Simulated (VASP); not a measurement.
A run of VASP 6.6.1 is set up as follows.

Contents of INCAR:

```
SYSTEM = Tl
PREC = Accurate ; ENCUT = 520
EDIFF = 1E-7 ; ISMEAR = 1
SIGMA = 0.01 ; LREAL = .FALSE.
LASPH = .TRUE. ; NELM = 100
ALGO = Normal ; ISIF = 2
LWAVE = .FALSE. ; LCHARG = .FALSE.
NBANDS = 20
```

File KPOINTS:

```
Automatic mesh
0
G
  11 11 6
  0 0 0
```

File POSCAR:

```
Tl
1.0
    3.4014029632      0.0000000000      0.0000000000
   -1.7007014816      2.9457013746      0.0000000000
    0.0000000000      0.0000000000      5.4430041633
Tl
2
Direct
    0.3333333333      0.6666666667      0.2500000000
    0.6666666667      0.3333333333      0.7500000000
```

Potentials or basis: VASP PAW LDA potentials, release 64 (Tl_d).

Run with:

```console
$ cat potpaw_LDA.64/Tl_d/POTCAR > POTCAR
$ mpirun -np 1 vasp_std > vasp.out
```

(1) Predict the band gap on the k mesh.

(2) What does it give for the pressure?

Results:

(1) zero (bands 13 and 14 overlap by 5.97 eV).

(2) 0.0 GPa.

Caveat: spin-orbit coupling is left out, which moves the levels of the heavy elements.
